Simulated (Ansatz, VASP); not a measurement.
## Two plane-wave programs on SnO2

```
Sn O
1.0
     4.76938    0.00000    0.00000
     0.00000    4.76938    0.00000
     0.00000    0.00000    3.20760
Sn O
2 4
Direct
  0.00000 0.00000 0.00000
  0.50000 0.50000 0.50000
  0.30570 0.30570 0.00000
  0.19430 0.80570 0.50000
  0.69430 0.69430 0.00000
  0.80570 0.19430 0.50000
```

Change from the starting cell: volume scaled by 1.02, ions relaxed.

Alike in both runs: functional PBE; k mesh 7 × 7 × 9; occupations fermi-dirac, width 0.02 eV; no spin polarisation.

Ansatz relaxed the structure, and its values are those at the end. VASP's run is a single point on that final structure, the one shown.

|  | VASP | Ansatz |
| --- | --- | --- |
| version | VASP 6.6.1 | Ansatz 0.2.0 |
| potentials or method | VASP PAW PBE potentials, release 64 (Sn_d, O) | plane-wave PAW, scalar-relativistic |
| plane-wave cutoff (eV) | 520 | 420 |
| valence electrons in the cell | 52 | 52 |

```csv
,VASP,Ansatz,Ansatz less VASP
gap on the k mesh at the Fermi level (eV),1.01,1.02,+0.010
pressure (GPa),7.0,6.4,-0.67
rms of the force components (eV/Å),0.002,0.009,+0.0072
```

Ansatz's warnings: stress scf threshold loose.
